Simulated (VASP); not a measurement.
# W16O (a cell with a defect) in VASP: single point with PBE

Aim: the single point of W16O (a cell with a defect) with PBE.

Program: VASP 6.6.1. These are calculated values, not measurements. Logs are shortened: lines on timing, memory, paths and dates and some standing lists are left out, and cuts for length are marked.

**1. The cell of the first run**

The cell holds a defect, 17 atoms: a = 6.320 Å, b = 6.320 Å, c = 6.320 Å, α = 90.00°, β = 90.00°, γ = 90.00°.

**2. Single point, PBE**

Input file INCAR:

```
SYSTEM = W16O
PREC = Accurate
ENCUT = 520
EDIFF = 1E-7
ISMEAR = -1
SIGMA = 0.1
LREAL = Auto
LASPH = .TRUE.
NELM = 100
ALGO = Normal
ISIF = 2
LWAVE = .FALSE.
LCHARG = .FALSE.
GGA = PE
NBANDS = 129
```

Input file KPOINTS:

```
regular mesh
0
G
  2 2 2
  0 0 0
```

Input file POSCAR:

```
W16O
1.0
    6.3200000000      0.0000000000      0.0000000000
    0.0000000000      6.3200000000      0.0000000000
    0.0000000000      0.0000000000      6.3200000000
W O
16 1
Direct
    0.0270569620     -0.0203481013     -0.0096677215
    0.5115031646     -0.0148101266      0.0075791139
    0.0193829114      0.5186550633     -0.0003955696
    0.0219620253     -0.0122943038      0.5053955696
    0.2477373418      0.2385601266      0.2356012658
    0.5097468354      0.4983069620      0.0211234177
    0.4698259494     -0.0423259494      0.4860443038
    0.7693987342      0.2334810127      0.2409018987
   -0.0129272152      0.4900000000      0.4968354430
    0.2512500000      0.7095094937      0.2548417722
    0.2275791139      0.2425158228      0.7533386076
    0.4919778481      0.4969778481      0.5209651899
    0.7625632911      0.7292563291      0.2596835443
    0.7854113924      0.2543670886      0.7904588608
    0.2601107595      0.7335284810      0.7586075949
    0.7613924051      0.7483544304      0.7711392405
    0.6371360759      0.2116772152      0.5113765823
```

Potentials or basis: VASP PAW PBE potentials, release 64 (W_sv, O).

The run is started by

```console
$ cat potpaw_PBE.64/W_sv/POTCAR potpaw_PBE.64/O/POTCAR > POTCAR
$ mpirun -np 1 vasp_std > vasp.out
```

OUTCAR:

```text
SYSTEM = W16O
   PREC = Accurate
   ENCUT = 520
   EDIFF = 1E-7
   ISMEAR = -1
   LREAL = Auto
   LASPH = .TRUE.
   NELM = 100
   ISIF = 2
   GGA = PE

 ion  position               nearest neighbor table
   1  0.027  0.980  0.990-  11 2.57  15 2.59  16 2.62  14 2.63   5 2.65  10 2.78   8 2.78  13 2.86
                             3 2.91   2 3.06   4 3.07   4 3.26   2 3.26   3 3.41
   2  0.512  0.985  0.008-  16 2.64   8 2.70   5 2.72  15 2.74  13 2.77  14 2.79  10 2.86  11 2.91
                             7 3.04   1 3.06   6 3.08   6 3.24   1 3.26   7 3.31
   3  0.019  0.519  1.000-  10 2.49  15 2.55  14 2.59  16 2.62  13 2.67  11 2.68   5 2.73   8 2.84
                             1 2.91   6 3.10   9 3.15   9 3.19   6 3.23   1 3.41
   4  0.022  0.988  0.505-  11 2.60  15 2.72   5 2.73  10 2.77   8 2.78  13 2.79  16 2.80   7 2.84
                            14 2.88   1 3.07   9 3.15   9 3.18   1 3.26
   5  0.248  0.239  0.236-   1 2.65   6 2.70   2 2.72   3 2.73   4 2.73   7 2.76   9 2.82  12 2.88
                            10 2.98   8 3.02  11 3.05  11 3.27   8 3.30  10 3.35
   6  0.510  0.498  0.021-  10 2.58  13 2.64   5 2.70   8 2.72  15 2.73  16 2.74  14 2.75  11 2.94
                             2 3.08   3 3.10  12 3.16  12 3.16   3 3.23   2 3.24
   7  0.470  0.958  0.486-  17 1.93  10 2.55  15 2.59  13 2.75   5 2.76   4 2.84  16 2.90  11 2.90
                            12 2.92   8 3.00   2 3.04   2 3.31  14 3.35  12 3.42
   8  0.769  0.233  0.241-  17 1.91   9 2.67   2 2.70   6 2.72   1 2.78   4 2.78   3 2.84  14 2.85
                            12 3.00   7 3.00   5 3.02  13 3.14  13 3.19   5 3.30  14 3.48
   9  0.987  0.490  0.497-  13 2.56  10 2.66   8 2.67  14 2.70  11 2.72  16 2.78   5 2.82  15 2.84
                            12 3.13   4 3.15   3 3.15   4 3.18   3 3.19  12 3.19
  10  0.251  0.710  0.255-   3 2.49   7 2.55   6 2.58  12 2.64   9 2.66   4 2.77   1 2.78   2 2.86
                             5 2.98  13 3.09  15 3.14  15 3.19  13 3.23   5 3.35
  11  0.228  0.243  0.753-   1 2.57   4 2.60   3 2.68   9 2.72  12 2.75  14 2.81   7 2.90   2 2.91
                             6 2.94   5 3.05  15 3.11  15 3.22   5 3.27
  12  0.492  0.497  0.521-  17 2.02  15 2.58  10 2.64  11 2.75  13 2.79  16 2.81   5 2.88   7 2.92
                            14 2.95   8 3.00   9 3.13   6 3.16   6 3.16   9 3.19   7 3.42
  13  0.763  0.729  0.260-   9 2.56   6 2.64   3 2.67   7 2.75   2 2.77   4 2.79  12 2.79   1 2.86
                            16 3.09  10 3.09   8 3.14   8 3.19  10 3.23  16 3.23
  14  0.785  0.254  0.790-  17 2.02   3 2.59   1 2.63   9 2.70   6 2.75   2 2.79  11 2.81   8 2.85
                             4 2.88  12 2.95  16 3.13  16 3.20   7 3.35   8 3.48
  15  0.260  0.734  0.759-   3 2.55  12 2.58   7 2.59   1 2.59   4 2.72   6 2.73   2 2.74   9 2.84
                            11 3.11  10 3.14  16 3.15  16 3.17  10 3.19  11 3.22
  16  0.761  0.748  0.771-   3 2.62   1 2.62   2 2.64   6 2.74   9 2.78   4 2.80  12 2.81   7 2.90
                            13 3.09  14 3.13  15 3.15  15 3.17  14 3.20  13 3.23
  17  0.637  0.212  0.511-   8 1.91   7 1.93  14 2.02  12 2.02

  LATTYP: Found a simple cubic cell.
 ALAT       =     6.3200000000

  Lattice vectors:

 A1 = (   6.3200000000,   0.0000000000,   0.0000000000)
 A2 = (   0.0000000000,   6.3200000000,   0.0000000000)
 A3 = (   0.0000000000,   0.0000000000,   6.3200000000)

Analysis of symmetry for initial positions (statically):
=====================================================================
 Subroutine PRICEL returns:
 Original cell was already a primitive cell.

 Routine SETGRP: Setting up the symmetry group for a
 simple cubic supercell.

 Subroutine GETGRP returns: Found  1 space group operations
 (whereof  1 operations were pure point group operations)
 out of a pool of 48 trial point group operations.

The static configuration has the point symmetry C_1 .

Analysis of symmetry for dynamics (positions and initial velocities):
=====================================================================
 Subroutine PRICEL returns:
 Original cell was already a primitive cell.

 Routine SETGRP: Setting up the symmetry group for a
 simple cubic supercell.

 Subroutine GETGRP returns: Found  1 space group operations
 (whereof  1 operations were pure point group operations)
 out of a pool of 48 trial point group operations.

The dynamic configuration has the point symmetry C_1 .

 Subroutine INISYM returns: Found  1 space group operations
 (whereof  1 operations are pure point group operations),
 and found     1 'primitive' translations

----------------------------------------------------------------------------------------

                                     Primitive cell

  volume of cell :     252.4360

  direct lattice vectors                    reciprocal lattice vectors
     6.320000000  0.000000000  0.000000000     0.158227848  0.000000000  0.000000000
     0.000000000  6.320000000  0.000000000     0.000000000  0.158227848  0.000000000
     0.000000000  0.000000000  6.320000000     0.000000000  0.000000000  0.158227848

  length of vectors
[... 60 lines left out ...]
     0.000000000  0.000000000  0.000000000

 Subroutine IBZKPT returns following result:
 ===========================================

 Found      8 irreducible k-points:

 Following reciprocal coordinates:
            Coordinates               Weight
  0.000000  0.000000  0.000000      1.000000
  0.500000  0.000000  0.000000      1.000000
  0.000000  0.500000  0.000000      1.000000
  0.000000  0.000000  0.500000      1.000000
  0.500000  0.500000  0.000000      1.000000
  0.000000  0.500000  0.500000      1.000000
  0.500000  0.000000  0.500000      1.000000
  0.500000  0.500000  0.500000      1.000000
   k-points           NKPTS =      8   k-points in BZ     NKDIM =      8   number of bands    NBANDS=    129
   number of dos      NEDOS =    301   number of ions     NIONS =     17
   total plane-waves  NPLWV = 110592
   dimension x,y,z NGX =    48 NGY =   48 NGZ =   48
   dimension x,y,z NGXF=    96 NGYF=   96 NGZF=   96
   ions per type =              16   1
   NGX,Y,Z   is equivalent  to a cutoff of  12.63, 12.63, 12.63 a.u.
   NGXF,Y,Z  is equivalent  to a cutoff of  25.25, 25.25, 25.25 a.u.
 SYSTEM =  W16O
   PREC   = accura    normal or accurate (medium, high low for compatibility)
   ISTART =      0    job   : 0-new  1-cont  2-samecut
   ICHARG =      2    charge: 1-file 2-atom 10-const
   ISPIN  =      1    spin polarized calculation?
   LNONCOLLINEAR =      F non collinear calculations
   LSORBIT =      F    spin-orbit coupling
   LASPH  =      T    aspherical Exc in radial PAW
   ENCUT  =  520.0 eV  38.22 Ry    6.18 a.u.  11.75 11.75 11.75*2*pi/ulx,y,z
   NELM   =    100;   NELMIN=  2; NELMDL= -5     # of ELM steps
   EDIFF  = 0.1E-06   stopping-criterion for ELM
   LREAL  =      T    real-space projection
   EDIFFG = 0.1E-05   stopping-criterion for IOM
   NSW    =      0    number of steps for IOM
   IBRION =     -1    ionic relax: 0-MD 1-quasi-New 2-CG
   NFREE  =      0    steps in history (QN), initial steepest desc. (CG)
   ISIF   =      2    stress and relaxation
   ISYM   =      2    0-nonsym 1-usesym 2-fastsym
   POTIM  = 0.5000    time-step for ionic-motion
   TEBEG  =    0.0;   TEEND  =   0.0 temperature during run
   PSTRESS=    0.0 pullay stress
   NELECT =     230.0000    total number of electrons
   NUPDOWN=      -1.0000    fix difference up-down
   EMIN   =  10.00;   EMAX   =-10.00  energy-range for DOS
   EFERMI =   0.00;   METHOD = LEGACY
   ISMEAR =    -1;   SIGMA  =   0.10  broadening in eV -4-tet -1-fermi 0-gaus
   EFERMI_NEDOS =   21; number of points for ismear=-14 and -15
   IALGO  =     38    algorithm
   IMIX   =      4    mixing-type and parameters
     AMIX     =   0.40;   BMIX     =  1.00
     AMIX_MAG =   1.60;   BMIX_MAG =  1.00
  volume/ion in A,a.u.               =      14.85       100.21
  Fermi-wavevector in a.u.,A,eV,Ry     =   1.587086  2.999157 34.270910  2.518841
  Thomas-Fermi vector in A             =   2.686297
   LORBIT       =      0    0 simple, 1 ext, 2 COOP (PROOUT), +10 PAW based schemes
   GGA     = PE    functional components
   LHFCALC =     F    Hartree Fock is set to
   AEXX    =    0.0000 exact exchange contribution
   IVDW    =     0    specifies the selected vdW correction
   LEPSILON=     F    determine dielectric tensor
   LRPA    =     F    only Hartree local field effects (RPA)
 non-spin polarized calculation
  energy-cutoff  :      520.00
  volume of cell :      252.44
 maximum number of plane-waves:      6859
 NGX is ok and might be reduce to    48
   NGX = 23   NGY = 23   NGZ = 23

 number of electron     229.9999997 magnetization

 Free energy of the ion-electron system (eV)
  ---------------------------------------------------
  ext. energy  EPLUGINS =         0.00000000
  ---------------------------------------------------
  free energy    TOTEN  =      -208.91954203 eV

  energy without entropy =     -208.70572988  energy(sigma->0) =     -208.81263595

 E-fermi :  11.7382     XC(G=0): -13.7564

 val. band max:       11.7341257580   @ k =   0.0000   0.0000   0.5000
 cond. band min:      11.8368334847   @ k =   0.0000   0.5000   0.0000
 fundamental gap:      0.1027077267
 Fermi energy:        11.7381579627

 k-point     1 :       0.0000    0.0000    0.0000
  band No.  band energies     occupation
      1     -62.4259      2.00000
      2     -62.4009      2.00000
      3     -62.3792      2.00000
      4     -62.2837      2.00000
      5     -62.2037      2.00000
      6     -62.1657      2.00000
[... 1029 lines left out ...]
    126      14.0253      0.00000
    127      14.0529      0.00000
 [bands above 127 left out]

------------------------ aborting loop because EDIFF is reached ----------------------------------------

  FORCE on cell =-STRESS in cart. coord.  units (eV):
  Direction    XX          YY          ZZ          XY          YZ          ZX
  --------------------------------------------------------------------------------------
  -------------------------------------------------------------------------------------
  Total       37.6392380     33.7565230     34.5731735      3.3088842      2.2428849      0.0303140
  in kB      238.8912100    214.2481373    219.4313087     21.0010452     14.2352908      0.1923987
  external PRESSURE =     224.1902187 kB  Pullay stress =       0.0000000 kB

 VOLUME and BASIS-vectors are now :
 -----------------------------------------------------------------------------
  energy-cutoff  :      520.00
  volume of cell :      252.44
      direct lattice vectors                 reciprocal lattice vectors
     6.320000000  0.000000000  0.000000000     0.158227848  0.000000000  0.000000000
     0.000000000  6.320000000  0.000000000     0.000000000  0.158227848  0.000000000
     0.000000000  0.000000000  6.320000000     0.000000000  0.000000000  0.158227848

 POSITION                                       TOTAL-FORCE (eV/Angst)
 -----------------------------------------------------------------------------------
      0.17100      6.19140      6.25890        -1.672796      0.928449      2.186309
      3.23270      6.22640      0.04790        -0.200295      0.400339     -0.363386
      0.12250      3.27790      6.31750        -1.561126     -3.314529      0.838455
      0.13880      6.24230      3.19410        -1.533280     -0.603326     -0.843917
      1.56570      1.50770      1.48900         0.303420     -0.440954      1.205919
      3.22160      3.14930      0.13350         0.349782     -1.539521     -1.778842
[... 9 lines left out ...]
      4.81200      4.72960      4.87360        -0.864986     -0.265550     -1.823333
      4.02670      1.33780      3.23190        -0.337558      0.877815      2.034390
 -----------------------------------------------------------------------------------
    total drift:                                0.000621     -0.000278     -0.001208

  FREE ENERGIE OF THE ION-ELECTRON SYSTEM (eV)
  ---------------------------------------------------
  free  energy   TOTEN  =      -208.9195420269 eV

  energy  without entropy=     -208.7057298808  energy(sigma->0) =     -208.81263595
```

Run time: 20 min. Hardware: 1 thread of Oxide Virtual Turin-like, shared host; peak memory 0.39 GiB.

What came out:

* Free energy: -208.9195 eV
* Pressure: 22.4 GPa
* Largest force: 3.758 eV/Å
* Band gap on the k mesh: zero (bands 115 and 116 overlap by 0.47 eV)

Forces on the atoms (eV/Å):
```
W   -1.673  0.928  2.186
W   -0.200  0.400 -0.363
W   -1.561 -3.315  0.838
W   -1.533 -0.603 -0.844
W    0.303 -0.441  1.206
W    0.350 -1.540 -1.779
W    1.458  0.074  1.042
W    0.523 -0.204 -1.689
W    2.646  0.064  0.850
W    0.083  3.159  0.522
W    3.240  0.182 -0.204
W    0.826 -0.589 -0.622
W   -0.740  1.610  0.056
W   -2.676 -0.974 -1.026
W    0.156  0.636 -0.384
W   -0.865 -0.266 -1.823
O   -0.338  0.878  2.034
```

Caveat: the k points lie up to 0.50 Å⁻¹ apart; spin-orbit coupling is left out, which moves the levels of the heavy elements.

The gap in the log of VASP goes by the Fermi energy; the results here count the filled bands.